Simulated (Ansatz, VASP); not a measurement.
# BeSF: VASP beside Ansatz

```
S Be F
1.0
     3.50857    0.00000    0.00000
    -1.75429    3.03852    0.00000
    -1.75429    1.01284    7.24707
S Be F
2 2 2
Cartesian
  0.0000 2.0257 1.2559
  0.0000 2.0257 5.9912
  0.0000 2.0257 3.6235
  0.0000 0.0000 0.0000
  -1.7543 3.0385 3.6373
  1.7543 1.0128 3.6098
```

Alike in both runs: task single point; functional r2SCAN; k mesh 9 × 9 × 9; occupations fermi-dirac, width 0.0762 eV; no spin polarisation.

|  | VASP | Ansatz |
| --- | --- | --- |
| version | VASP 6.6.1 | Ansatz 0.2.0 |
| potentials or method | VASP PAW PBE potentials, release 64 (S, Be, F), cutoff 520 eV | PAW plane waves |
| valence electrons in the cell | 30 | 30 |

|  | VASP | Ansatz | Ansatz less VASP |
| --- | --- | --- | --- |
| pressure (GPa) | -5.8 | -5.6 | +0.20 |
| rms of the force components (eV/Å) | 0.084 | 0.083 | -0.0016 |

VASP's potentials were made for PBE, not for r2SCAN. With one functional, cell and mesh, what is left measures potentials, basis and numerics. Ansatz's warnings: structure snapped to symmetry.
